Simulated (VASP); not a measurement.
# AlN (P4/nmm) in VASP: notebook

The runs below take AlN through single point, with PBEsol.

All numbers are computed with VASP 6.6.1; they aren't measurements. Logs are shortened: lines on timing, memory, paths and dates and some standing lists are left out, and cuts for length are marked.

## 1. The cell of the first run

Symmetry: P4/nmm, No. 129, tetragonal system. Conventional cell: a = 2.860 Å, b = 2.860 Å, c = 15.136 Å, α = 90.00°, β = 90.00°, γ = 90.00°. Within 2.7 Å of Al (site symmetry 4mm) lie 5 N at 2.02 Å. Al (site symmetry 4mm) has 6 N at 2.02 Å within 2.7 Å. Within 2.7 Å of Al (site symmetry 4mm) lie 6 N at 2.02 Å. Within 2.7 Å of N (site symmetry 4mm) lie 5 Al at 2.02 Å. N (site symmetry 4mm) has 6 Al at 2.02 Å within 2.7 Å. Within 2.7 Å of N (site symmetry 4mm) lie 6 Al at 2.02 Å.

## 2. Single point, PBEsol (the distance across one plane changed)

INCAR

```
ALGO = Normal
EDIFF = 1E-6
ENCUT = 520
GGA = PS
ISIF = 2
ISMEAR = 0
LASPH = T
LCHARG = T
LELF = T
LREAL = F
LVHAR = T
LWAVE = F
NBANDS = 36
NELM = 100
PREC = Accurate
SIGMA = 0.05
```

KPOINTS

```
k-points
0
Gamma
  8 8 2
```

POSCAR

```
AlN
1.0
   -2.0226209166     -2.0226209166      0.0000000000
    2.0226209166     -2.0226209166      0.0000000000
    0.0000000000      0.0000000000     15.1357254996
Al N
6 6
Direct
    0.0000000000      0.0000000000      0.0668027572
    0.5000000000      0.5000000000      0.2004349982
    0.0000000000      0.0000000000      0.3340672391
    0.5000000000      0.5000000000      0.4676994800
    0.0000000000      0.0000000000      0.6013317210
    0.5000000000      0.5000000000      0.7349639619
    0.5000000000      0.5000000000      0.0668027572
    0.0000000000      0.0000000000      0.2004349982
    0.5000000000      0.5000000000      0.3340672391
    0.0000000000      0.0000000000      0.4676994800
    0.5000000000      0.5000000000      0.6013317210
    0.0000000000      0.0000000000      0.7349639619
```

Potentials or basis: VASP PAW PBE potentials, release 64 (Al, N).

Launch:

```
$ cat potpaw_PBE.64/Al/POTCAR potpaw_PBE.64/N/POTCAR > POTCAR
$ mpirun -np 1 vasp_std > vasp.out
```

OUTCAR:

```text
EDIFF = 1E-6
   ENCUT = 520
   GGA = PS
   ISIF = 2
   ISMEAR = 0
   LASPH = T
   LREAL = F
   NELM = 100
   PREC = Accurate

 ion  position               nearest neighbor table
   1  0.000  0.000  0.067-   7 2.02   7 2.02   7 2.02   7 2.02   8 2.02   2 2.86   2 2.86   2 2.86
                             2 2.86
   2  0.500  0.500  0.200-   9 2.02   8 2.02   8 2.02   8 2.02   8 2.02   7 2.02   3 2.86   3 2.86
                             3 2.86   3 2.86   1 2.86   1 2.86   1 2.86   1 2.86
   3  0.000  0.000  0.334-   8 2.02  10 2.02   9 2.02   9 2.02   9 2.02   9 2.02   4 2.86   4 2.86
                             2 2.86   4 2.86   2 2.86   2 2.86   4 2.86   2 2.86
   4  0.500  0.500  0.468-   9 2.02  10 2.02  10 2.02  10 2.02  10 2.02  11 2.02   3 2.86   3 2.86
                             3 2.86   3 2.86   5 2.86   5 2.86   5 2.86   5 2.86
   5  0.000  0.000  0.601-  12 2.02  11 2.02  11 2.02  11 2.02  11 2.02  10 2.02   6 2.86   6 2.86
                             6 2.86   6 2.86   4 2.86   4 2.86   4 2.86   4 2.86
   6  0.500  0.500  0.735-  11 2.02  12 2.02  12 2.02  12 2.02  12 2.02   5 2.86   5 2.86   5 2.86
                             5 2.86
   7  0.500  0.500  0.067-   1 2.02   1 2.02   1 2.02   1 2.02   2 2.02
   8  0.000  0.000  0.200-   3 2.02   2 2.02   2 2.02   2 2.02   2 2.02   1 2.02
   9  0.500  0.500  0.334-   2 2.02   4 2.02   3 2.02   3 2.02   3 2.02   3 2.02
  10  0.000  0.000  0.468-   3 2.02   4 2.02   4 2.02   4 2.02   4 2.02   5 2.02
  11  0.500  0.500  0.601-   6 2.02   5 2.02   5 2.02   5 2.02   5 2.02   4 2.02
  12  0.000  0.000  0.735-   5 2.02   6 2.02   6 2.02   6 2.02   6 2.02

  LATTYP: Found a simple tetragonal cell.
 ALAT       =     2.8604179318
 C/A-ratio  =     5.2914384753

  Lattice vectors:

 A1 = (  -2.0226209166,  -2.0226209166,   0.0000000000)
 A2 = (   2.0226209166,  -2.0226209166,   0.0000000000)
 A3 = (   0.0000000000,   0.0000000000,  15.1357254996)

Analysis of symmetry for initial positions (statically):
=====================================================================
 Subroutine PRICEL returns:
 Original cell was already a primitive cell.

 Routine SETGRP: Setting up the symmetry group for a
 simple tetragonal supercell.

 Subroutine GETGRP returns: Found 16 space group operations
 (whereof  8 operations were pure point group operations)
 out of a pool of 16 trial point group operations.

The static configuration has the point symmetry C_4v.
 The point group associated with its full space group is D_4h.

Analysis of symmetry for dynamics (positions and initial velocities):
=====================================================================
[... 141 lines left out ...]
   PSTRESS=    0.0 pullay stress
   NELECT =      48.0000    total number of electrons
   NUPDOWN=      -1.0000    fix difference up-down
   EMIN   =  10.00;   EMAX   =-10.00  energy-range for DOS
   EFERMI =   0.00;   METHOD = LEGACY
   ISMEAR =     0;   SIGMA  =   0.05  broadening in eV -4-tet -1-fermi 0-gaus
   EFERMI_NEDOS =   21; number of points for ismear=-14 and -15
   IALGO  =     38    algorithm
   IMIX   =      4    mixing-type and parameters
     AMIX     =   0.40;   BMIX     =  1.00
     AMIX_MAG =   1.60;   BMIX_MAG =  1.00
  volume/ion in A,a.u.               =      10.32        69.64
  Fermi-wavevector in a.u.,A,eV,Ry     =   1.193625  2.255624 19.384767  1.424740
  Thomas-Fermi vector in A             =   2.329635
   LORBIT       =      0    0 simple, 1 ext, 2 COOP (PROOUT), +10 PAW based schemes
   GGA     = PS    functional components
   LHFCALC =     F    Hartree Fock is set to
   AEXX    =    0.0000 exact exchange contribution
   IVDW    =     0    specifies the selected vdW correction
   LEPSILON=     F    determine dielectric tensor
   LRPA    =     F    only Hartree local field effects (RPA)
 non-spin polarized calculation
 Gauss-broadening in eV      SIGMA  =   0.05
  energy-cutoff  :      520.00
  volume of cell :      123.84
 maximum number of plane-waves:      3384
 NGX is ok and might be reduce to    24
   NGX = 11   NGY = 11   NGZ = 57

 number of electron      47.9999994 magnetization

 Free energy of the ion-electron system (eV)
  ---------------------------------------------------
  ext. energy  EPLUGINS =         0.00000000
  ---------------------------------------------------
  free energy    TOTEN  =       -91.05144471 eV

  energy without entropy =      -91.05144471  energy(sigma->0) =      -91.05144471

 E-fermi :   7.3082     XC(G=0): -10.8101

 val. band max:        7.0202832985   @ k =   0.0000   0.0000   0.0000
 cond. band min:       9.5310146697   @ k =   0.0000   0.0000   0.0000
 fundamental gap:      2.5107313712
 Fermi energy:         7.3082337005

 k-point     1 :       0.0000    0.0000    0.0000
  band No.  band energies     occupation
      1     -10.2163      2.00000
      2      -9.7118      2.00000
      3      -8.9326      2.00000
      4      -7.9548      2.00000
      5      -6.9745      2.00000
      6      -6.2985      2.00000
[... 925 lines left out ...]
     35      16.7081      0.00000
     36      16.7247      0.00000

 [... further k-points ...]
[... 5 lines left out ...]
  --------------------------------------------------------------------------------------
  -------------------------------------------------------------------------------------
  Total       -5.8215029     -5.8215029      0.1174528      0.0000000      0.0000000     -0.0000000
  in kB      -75.3153460    -75.3153460      1.5195392      0.0000000      0.0000000     -0.0000000
  external PRESSURE =     -49.7037176 kB  Pullay stress =       0.0000000 kB

 VOLUME and BASIS-vectors are now :
 -----------------------------------------------------------------------------
  energy-cutoff  :      520.00
  volume of cell :      123.84
      direct lattice vectors                 reciprocal lattice vectors
    -2.022620917 -2.022620917  0.000000000    -0.247204009 -0.247204009  0.000000000
     2.022620917 -2.022620917  0.000000000     0.247204009 -0.247204009  0.000000000
     0.000000000  0.000000000 15.135725500     0.000000000  0.000000000  0.066068851

 POSITION                                       TOTAL-FORCE (eV/Angst)
 -----------------------------------------------------------------------------------
      0.00000      0.00000      1.01111         0.000000     -0.000000      0.847149
      0.00000     -2.02262      3.03373         0.000000      0.000000      0.037404
      0.00000      0.00000      5.05635        -0.000000     -0.000000     -0.001729
      0.00000     -2.02262      7.07897         0.000000      0.000000      0.001729
      0.00000      0.00000      9.10159        -0.000000     -0.000000     -0.037404
      0.00000     -2.02262     11.12421        -0.000000      0.000000     -0.847149
      0.00000     -2.02262      1.01111         0.000000      0.000000     -0.941914
      0.00000      0.00000      3.03373        -0.000000     -0.000000      0.023855
      0.00000     -2.02262      5.05635         0.000000      0.000000      0.009061
      0.00000      0.00000      7.07897        -0.000000     -0.000000     -0.009061
      0.00000     -2.02262      9.10159         0.000000      0.000000     -0.023855
      0.00000      0.00000     11.12421        -0.000000     -0.000000      0.941914
 -----------------------------------------------------------------------------------
    total drift:                               -0.000000      0.000000     -0.000067

  FREE ENERGIE OF THE ION-ELECTRON SYSTEM (eV)
  ---------------------------------------------------
  free  energy   TOTEN  =       -91.0514447104 eV

  energy  without entropy=      -91.0514447104  energy(sigma->0) =      -91.05144471
```

stdout:

```text
POSCAR found type information on POSCAR AlN
 POSCAR found :  2 types and      12 ions
 scaLAPACK will be used
 -----------------------------------------------------------------------------
|                                                                             |
|                                                                             |
|     You enforced a specific xc type in the INCAR file but a different       |
|     I HOPE YOU KNOW WHAT YOU ARE DOING!                                     |
|                                                                             |
 -----------------------------------------------------------------------------

 LDA part: xc-table for (Slater+PW92), standard interpolation
 POSCAR, INCAR and KPOINTS ok, starting setup
 FFT: planning ... GRIDC
 FFT: planning ... GRID_SOFT
 FFT: planning ... GRID
 WAVECAR not read
 entering main loop
```

Wall time 3.7 min (1 thread of Intel Xeon 8259CL, shared host); peak memory 0.3 GiB.

What came out:

- Free energy: -91.0514 eV
- Pressure: -5.0 GPa
- Largest force: 0.942 eV/Å
- Band gap on the k mesh: 2.51 eV

Forces in eV/Å, atoms in the order of the input:
```
Al   0.000  0.000  0.847
Al   0.000  0.000  0.037
Al   0.000  0.000 -0.002
Al   0.000  0.000  0.002
Al   0.000  0.000 -0.037
Al   0.000  0.000 -0.847
N    0.000  0.000 -0.942
N    0.000  0.000  0.024
N    0.000  0.000  0.009
N    0.000  0.000 -0.009
N    0.000  0.000 -0.024
N    0.000  0.000  0.942
```

Stress tensor (GPa, compression positive):
```
-7.53  0.00  0.00
 0.00 -7.53  0.00
 0.00  0.00  0.15
```

Caveat: the cell differs from its parent crystal (the distance across one plane changed); the stress differs along the axes, from -8 to 0 GPa; the PAW data sets were made with another functional, which shifts forces and pressure a little. A k mesh can miss the band edges.

## 3. Single point, PBEsol (the distance across one plane changed)

INCAR

```
SYSTEM = AlN
PREC     = Accurate       ! precision mode
ENCUT    = 520            ! plane-wave cutoff, eV
EDIFF    = 1E-6           ! SCF threshold, eV
ISMEAR   = 0              ! smearing method
SIGMA    = 0.05           ! smearing width, eV
LREAL    = .False.        ! projectors in reciprocal space
LASPH    = .True.         ! aspherical terms in the spheres
NELM     = 100            ! most SCF steps
ALGO     = Normal         ! electronic algorithm
ISIF     = 2              ! what is computed and relaxed
LWAVE    = .False.        ! write WAVECAR
LCHARG   = .False.        ! write CHGCAR
GGA      = PS             ! functional
NBANDS   = 36             ! bands
```

KPOINTS

```
regular mesh
0
Gamma
  8 8 2
  0 0 0
```

POSCAR

```
AlN
1.0
   -2.0226209166     -2.0226209166      0.0000000000
    2.0226209166     -2.0226209166      0.0000000000
    0.0000000000      0.0000000000     16.6357254996
Al N
6 6
Direct
    0.0000000000      0.0000000000      0.0607793268
    0.5000000000      0.5000000000      0.1823622969
    0.0000000000      0.0000000000      0.3039452670
    0.5000000000      0.5000000000      0.4255282372
    0.0000000000      0.0000000000      0.5471112073
    0.5000000000      0.5000000000      0.6686941774
    0.5000000000      0.5000000000      0.0607793268
    0.0000000000      0.0000000000      0.1823622969
    0.5000000000      0.5000000000      0.3039452670
    0.0000000000      0.0000000000      0.4255282372
    0.5000000000      0.5000000000      0.5471112073
    0.0000000000      0.0000000000      0.6686941774
```

Potentials or basis: VASP PAW PBE potentials, release 64 (Al, N).

Launch:

```
$ cat potpaw_PBE.64/Al/POTCAR potpaw_PBE.64/N/POTCAR > POTCAR
$ mpirun -np 1 vasp_std > vasp.out
```

Wall time 4.6 min (1 thread of Intel Xeon 8259CL, shared host); peak memory 0.31 GiB.

It converged, with:

```yaml
Free_energy: -91.0397 eV
Pressure: -4.5 GPa
Largest_force: 0.949 eV/Å
Band_gap_on_the_k_mesh: 2.59 eV
```

Forces on the atoms (eV/Å):
```
Al   0.000  0.000  0.880
Al   0.000  0.000  0.038
Al   0.000  0.000 -0.002
Al   0.000  0.000  0.002
Al   0.000  0.000 -0.038
Al   0.000  0.000 -0.880
N    0.000  0.000 -0.949
N    0.000  0.000  0.022
N    0.000  0.000  0.009
N    0.000  0.000 -0.009
N    0.000  0.000 -0.022
N    0.000  0.000  0.949
```

Stress tensor (GPa, compression positive):
```
-6.88  0.00  0.00
 0.00 -6.88  0.00
 0.00  0.00  0.26
```

Levels at points of the mesh, in eV from the valence-band top:
```tsv
k point	band 20	band 21	band 22	band 23	band 24	band 25	band 26	band 27	band 28	band 29
(0.00, 0.00, 0.00)	-0.53	-0.39	-0.39	0.00	0.00	2.59	3.60	5.05	5.40	5.48
(0.50, 0.00, 0.00)	-1.00	-0.97	-0.97	-0.65	-0.65	4.12	4.12	6.45	6.45	7.46
(0.50, 0.50, 0.00)	-3.05	-3.01	-3.01	-1.56	-1.56	3.34	3.34	5.54	5.54	5.80
(0.00, 0.00, 0.50)	-0.55	-0.39	-0.39	0.00	0.00	2.65	3.49	5.00	5.48	5.83
(0.50, 0.00, 0.50)	-1.00	-0.97	-0.97	-0.65	-0.65	4.12	4.12	6.54	6.54	7.23
(0.50, 0.50, 0.50)	-3.05	-3.01	-3.01	-1.56	-1.56	3.34	3.34	5.53	5.53	5.80
```

Caveat: the cell differs from its parent crystal (the distance across one plane changed); the stress differs along the axes, from -7 to 0 GPa; the PAW data sets were made with another functional, which shifts forces and pressure a little.

## 4. Single point, PBEsol (the distance across one plane changed)

INCAR

```
PREC = Accurate ; ENCUT = 520
EDIFF = 1E-7 ; ISMEAR = 0
SIGMA = 0.05 ; LREAL = False
LASPH = True ; NELM = 80
ALGO = Normal ; ISIF = 2
LWAVE = False ; LCHARG = False
GGA = PS ; NBANDS = 36
```

KPOINTS

```
Automatic mesh
0
Gamma
  8 8 2
```

POSCAR

```
AlN
1.0
   -2.0226209166     -2.0226209166      0.0000000000
    2.0226209166     -2.0226209166      0.0000000000
    0.0000000000      0.0000000000     18.1357254996
Al N
6 6
Direct
    0.0000000000      0.0000000000      0.0557522883
    0.5000000000      0.5000000000      0.1672791702
    0.0000000000      0.0000000000      0.2788060521
    0.5000000000      0.5000000000      0.3903329341
    0.0000000000      0.0000000000      0.5018598160
    0.5000000000      0.5000000000      0.6133866980
    0.5000000000      0.5000000000      0.0557522883
    0.0000000000      0.0000000000      0.1672791702
    0.5000000000      0.5000000000      0.2788060521
    0.0000000000      0.0000000000      0.3903329341
    0.5000000000      0.5000000000      0.5018598160
    0.0000000000      0.0000000000      0.6133866980
```

Launch:

```
$ cat potpaw_PBE.64/Al/POTCAR potpaw_PBE.64/N/POTCAR > POTCAR
$ mpirun -np 1 vasp_std > vasp.out
```

It took 6 min on 1 thread of Intel Xeon 8259CL, shared host; peak memory 0.32 GiB.

The run converged. Its results:

```
Free energy            : -91.0390 eV
Largest force          : 0.949 eV/Å
Band gap on the k mesh : 2.69 eV
```

Forces in eV/Å, atoms in the order of the input:
```
Al   0.000  0.000  0.882
Al   0.000  0.000  0.037
Al   0.000  0.000 -0.001
Al   0.000  0.000  0.001
Al   0.000  0.000 -0.037
Al   0.000  0.000 -0.882
N    0.000  0.000 -0.949
N    0.000  0.000  0.021
N    0.000  0.000  0.009
N    0.000  0.000 -0.009
N    0.000  0.000 -0.021
N    0.000  0.000  0.949
```

Levels at points of the mesh, in eV from the valence-band top:
```
           k point  band 22  band 23  band 24  band 25  band 26  band 27
(0.00, 0.00, 0.00)    -0.40     0.00     0.00     2.69     3.26     4.97
(0.50, 0.00, 0.00)    -0.97    -0.65    -0.65     4.13     4.13     6.47
(0.50, 0.50, 0.00)    -3.01    -1.56    -1.56     3.34     3.34     5.54
(0.00, 0.00, 0.50)    -0.40     0.00     0.00     2.75     3.18     4.92
(0.50, 0.00, 0.50)    -0.97    -0.65    -0.65     4.12     4.12     6.50
(0.50, 0.50, 0.50)    -3.01    -1.56    -1.56     3.34     3.34     5.54
```

Caveat: the cell differs from its parent crystal (the distance across one plane changed); there is no dipole correction, which matters where the two faces differ; the PAW data sets were made with another functional, which shifts forces and pressure a little.

## 5. Overview

```tsv
cell	gap on the mesh (eV)	pressure (GPa)	largest force (eV/Å)
a = 2.860, b = 2.860, c = 15.136 Å, 12 atoms	2.51	-5.0	0.94
a = 2.860, b = 2.860, c = 16.636 Å, 12 atoms	2.59	-4.5	0.95
a = 2.860, b = 2.860, c = 18.136 Å, 12 atoms	2.69	-	0.95
```

Alike in all rows: task single point; level PBEsol; potentials or basis VASP PAW PBE potentials, release 64 (Al, N); no spin polarisation; k mesh 8 × 8 × 2; cutoff (eV) 520; smearing gaussian 0.05 eV.

Caveats: the PAW data sets were made with another functional, which shifts forces and pressure a little; the stress differs along the axes, from -8 to 0 GPa (at least some runs); the stress differs along the axes, from -7 to 0 GPa (at least some runs); there is no dipole correction, which matters where the two faces differ (at least some runs).

Absolute energies hang on the potentials; compare differences alone.
